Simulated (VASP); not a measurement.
The system is SnGe2.

```
Sn Ge
1.0
     3.94632    0.00000    0.00000
    -1.97316    3.41762    0.00000
     0.00000    0.00000    4.40986
Sn Ge
1 2
Direct
  0.00000 0.00000 0.00000
  0.33333 0.66667 0.50000
  0.66667 0.33333 0.50000
```

The cell was generated, and may not be a known phase.

```yaml
Program: VASP 6.6.1
Task: relaxation of cell and atoms
Functional: PBE
Potentials_or_basis: VASP PAW PBE potentials, release 64 (Sn_d, Ge_d)
Cutoff: 600 eV
k_mesh: 6 × 6 × 4
Occupations: gaussian, width 0.1 eV
Spin: no spin polarisation
```

At the start: pressure 20.0 GPa; volume 19.83 Å³/atom.

How do energy, volume and symmetry change on relaxing?

Over 16 steps the energy falls by 383.9 meV/atom and the volume is 23.24 Å³/atom (+17.2 %); space group P6/mmm (No. 191, to 0.1 Å) before and after.

Step by step:
```
step  energy change (eV)  largest force (eV/Å)  pressure (GPa)  volume (Å³)
   1              0.0000                0.0000           20.02        59.48
   2             -0.8648                0.0000           -3.95        83.30
   3             -0.9367                0.0000           -0.20        76.27
   4             -0.9379                0.0000           -0.77        77.15
   5             -1.0051                0.0000           -1.05        76.45
   6             -1.1019                0.0000           -1.45        73.92
   7             -1.1099                0.0000            0.99        70.18
   8             -1.1131                0.0000            0.11        71.45
   9             -1.1169                0.0000            0.21        71.11
  10             -1.1403                0.0000            0.41        70.06
  11             -1.1408                0.0000            0.96        67.84
  12             -1.1418                0.0000            0.90        68.07
  13             -1.1507                0.0000            0.53        69.08
  14             -1.1478                0.0000           -0.52        70.04
  15             -1.1513                0.0000            0.22        69.34
  16             -1.1517                0.0000           -0.03        69.73
```

Final structure:
```yaml
crystal:
  lattice:
    - [4.58714, 0.00000, 0.00000]
    - [-2.29357, 3.97258, 0.00000]
    - [0.00000, 0.00000, 3.82666]
  atoms:
    - { symbol: Sn, position: [0.00000, 0.00000, 0.00000] }
    - { symbol: Ge, position: [0.33333, 0.66667, 0.50000] }
    - { symbol: Ge, position: [0.66667, 0.33333, 0.50000] }
```

Caveat: the volume moved by over 15 % at a fixed basis, so the end points are rough.
